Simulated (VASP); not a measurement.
**Li2B: relaxation of cell and atoms with PBE**

Li2B:

```
Li B
1.0
    -1.16012    1.65279    3.47782
     1.16012   -1.65279    3.47782
     1.16012    1.65279   -3.47782
Li B
2 1
Direct
  0.35300 0.35300 0.00000
  0.64700 0.64700 0.00000
  0.00000 0.00000 0.00000
```

```yaml
Program: VASP 6.6.1
Task: relaxation of cell and atoms
Functional: PBE
Potentials_or_basis: VASP PAW PBE potentials, release 64 (Li_sv, B)
Cutoff: 600 eV
k_mesh: 8 × 8 × 8
Occupations: gaussian, width 0.1 eV
Spin: no spin polarisation
Dipole_correction: no
Further_INCAR_settings: ALGO = Normal; EDIFF = 1e-07; IBRION = 2; EDIFFG = -0.04; NSW = 90; ISIF = 3
```

* Relaxed volume: 9.27 Å³/atom
* Relaxed cell: a = 4.150 Å, b = 4.150 Å, c = 4.150 Å, α = 151.07°, β = 125.72°, γ = 62.68°
* Space group after relaxing (to 0.05 Å): Immm (No. 71)
* Energy gained by relaxing: 116.8 meV/atom
* Ionic steps: 13
* Pressure after relaxing: 0.0 GPa
* Largest force after relaxing: 0.009 eV/Å

Forces in eV/Å, atoms in the order of the input:
```
Li   0.000  0.000  0.009
Li   0.000  0.000 -0.009
B    0.000  0.000  0.000
```

Stress tensor (GPa, compression positive):
```
-0.19  0.00  0.00
 0.00  0.24  0.00
 0.00  0.00 -0.10
```

The path:
| step | energy change (eV) | largest force (eV/Å) | pressure (GPa) | volume (Å³) |
| --- | --- | --- | --- | --- |
| 1 | 0.0000 | 0.5886 | 7.64 | 26.67 |
| 2 | -0.1527 | 0.1425 | 2.14 | 28.32 |
| 3 | -0.1740 | 0.4697 | -4.59 | 31.31 |
| 4 | -0.2013 | 0.2708 | -2.21 | 30.06 |
| 5 | -0.2609 | 0.2250 | -2.79 | 29.97 |
| 6 | -0.2631 | 0.0029 | -3.77 | 29.39 |
| 7 | -0.3097 | 0.1185 | -3.17 | 29.77 |
| 8 | -0.3108 | 0.0990 | -3.18 | 29.73 |
| 9 | -0.3419 | 0.1224 | -0.85 | 28.38 |
| 10 | -0.3433 | 0.1776 | -0.22 | 28.06 |
| 11 | -0.3480 | 0.1015 | 0.05 | 27.89 |
| 12 | -0.3494 | 0.0234 | 0.36 | 27.71 |
| 13 | -0.3504 | 0.0090 | -0.02 | 27.82 |

Final structure:
```
Li B
1.0
    -1.03644    1.89305    3.54438
     1.03644   -1.89305    3.54438
     1.03644    1.89305   -3.54438
Li B
2 1
Direct
  0.34335 0.34335 0.00000
  0.65665 0.65665 0.00000
  0.00000 0.00000 0.00000
```

Levels at points of the mesh, in eV from the Fermi level:
| k point | band 1 | band 2 | band 3 | band 4 | band 5 | band 6 | band 7 | band 8 |
| --- | --- | --- | --- | --- | --- | --- | --- | --- |
| (0.00, 0.00, 0.00) | -45.92 | -45.74 | -9.06 | -1.08 | -1.01 | 1.81 | 3.19 | 5.02 |
| (0.50, 0.00, 0.00) | -45.87 | -45.79 | -8.50 | -3.92 | -2.87 | 3.29 | 8.24 | 10.85 |
| (0.00, 0.50, 0.00) | -45.61 | -45.55 | -2.94 | -2.13 | 1.76 | 4.24 | 6.13 | 8.59 |
| (0.50, 0.50, 0.00) | -45.61 | -45.55 | -2.97 | -0.26 | 0.25 | 3.29 | 3.71 | 7.47 |
| (0.50, 0.50, 0.50) | -45.84 | -45.83 | -8.58 | -4.13 | -2.33 | 4.33 | 8.87 | 8.87 |

Wall time 7.3 min on 1 thread of AMD EPYC 7R43 64-Core Processor (Zen 3), with other jobs on the host, peak memory 0.14 GiB.

Caveat: the k points lie up to 0.43 Å⁻¹ apart in the final cell; the cutoff is under 1.25 times the usual one of these potentials, so pressure, stress and relaxed cells hold a basis-set (Pulay) error.
